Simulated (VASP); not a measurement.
**EuMn3: single point with PBE+U**

The system is EuMn3.

```
Eu Mn
1.0
     4.25452    0.00000    0.00000
     0.00000    4.25452    0.00000
     0.00000    0.00000    4.25452
Eu Mn
1 3
Direct
  0.00000 0.00000 0.00000
  0.00000 0.50000 0.50000
  0.50000 0.50000 0.00000
  0.50000 0.00000 0.50000
```

```yaml
Program: VASP 6.6.1
Task: single point
Functional: PBE
Potentials_or_basis: VASP PAW PBE potentials, release 64 (Eu, Mn_pv)
Cutoff: 520 eV
k_mesh: 8 × 8 × 8
Occupations: gaussian, width 0.05 eV
Spin: collinear spin, ferrimagnetic start
Starting_moments: "[7.56, -3.96, -3.96, -3.96] μB"
Hubbard_terms: Eu f U = 6.0 eV
Dipole_correction: no
Further_INCAR_settings: ALGO = Normal; EDIFF = 1e-06; NBANDS = 40
```

```json
{
  "Pressure": "-2.3 GPa",
  "Net moment": "-3.71 μB per cell",
  "Site moments": "Eu +6.72; Mn -3.51 μB",
  "Valence electrons inside the program's atomic spheres": "Eu 15.00; Mn 11.46"
}
```

Levels at points of the mesh, in eV from the Fermi level:
Spin up:
| k point | band 23 | band 24 | band 25 | band 26 | band 27 | band 28 | band 29 | band 30 |
| --- | --- | --- | --- | --- | --- | --- | --- | --- |
| (0.00, 0.00, 0.00) | -1.05 | -1.05 | -0.90 | -0.90 | -0.90 | 1.06 | 1.06 | 1.06 |
| (0.50, 0.00, 0.00) | -1.21 | -0.24 | -0.22 | -0.22 | 0.10 | 0.14 | 0.41 | 0.41 |
| (0.50, 0.50, 0.00) | -1.25 | -1.25 | -0.04 | -0.04 | 0.14 | 0.45 | 0.45 | 0.61 |
| (0.50, 0.50, 0.50) | -1.36 | -0.88 | 0.07 | 0.69 | 0.69 | 0.69 | 1.17 | 1.17 |
Spin down:
```
           k point  band 27  band 28  band 29  band 30  band 31  band 32  band 33  band 34
(0.00, 0.00, 0.00)    -0.85    -0.85    -0.85     2.31     2.31     2.31     2.58     2.58
(0.50, 0.00, 0.00)    -1.73    -1.73    -1.38    -0.85     1.97     1.97     2.44     5.21
(0.50, 0.50, 0.00)    -1.85    -1.78    -1.48    -0.83     0.60     0.60     3.12     3.12
(0.50, 0.50, 0.50)    -1.03    -1.03    -0.76     1.22     1.22     1.22     1.55     1.55
```

Eigenvalues of the final occupation matrices:
| site | spin | trace | eigenvalues |
| --- | --- | --- | --- |
| site 1 f | 1 | 6.63 | 0.90 0.95 0.95 0.95 0.96 0.96 0.96 |
| site 1 f | 2 | 0.02 | 0.00 0.00 0.00 0.00 0.00 0.00 0.00 |

Run time: 17 min on 1 thread of Intel Xeon 8259CL, on a shared host, peak memory 0.33 GiB.

Caveat: spin-orbit coupling is left out, which moves the levels of the heavy elements. The state reached can hang on the start; a lower one may exist.
